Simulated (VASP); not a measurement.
Crystal: Cu.

```
CELL_PARAMETERS angstrom
0.00000 1.80748 1.80748
1.80748 0.00000 1.80748
1.80748 1.80748 0.00000
ATOMIC_POSITIONS crystal
Cu 0.00000 0.00000 0.00000
```

```yaml
Program: VASP 6.6.1
Task: relaxation of cell and atoms
Functional: PBEsol
Potentials_or_basis: VASP PAW PBE potentials, release 64 (Cu)
Cutoff: 600 eV
k_mesh: 18 × 18 × 18
Occupations: fermi-dirac, width 0.05 eV
Spin: no spin polarisation
```

At the start: pressure -5.6 GPa; volume 11.81 Å³/atom.

**Question.** Where does the relaxation end?

**Answer.** Over 3 steps the energy falls by 8.0 meV/atom and the volume is 11.37 Å³/atom (-3.7 %); space group Fm-3m (No. 225, to 0.05 Å).

Step by step:
| step | energy change (eV) | largest force (eV/Å) | pressure (GPa) | volume (Å³) |
| --- | --- | --- | --- | --- |
| 1 | 0.0000 | 0.0000 | -5.62 | 11.81 |
| 2 | -0.0050 | 0.0000 | 3.92 | 11.12 |
| 3 | -0.0080 | 0.0000 | 0.00 | 11.37 |

Final structure:
```xyz
1
Lattice="0.0000 1.7848 1.7848 1.7848 0.0000 1.7848 1.7848 1.7848 0.0000" Properties=species:S:1:pos:R:3 pbc="T T T"
Cu    0.0000    0.0000    0.0000
```

Caveat: the PAW data sets were made with another functional, which shifts forces and pressure a little.
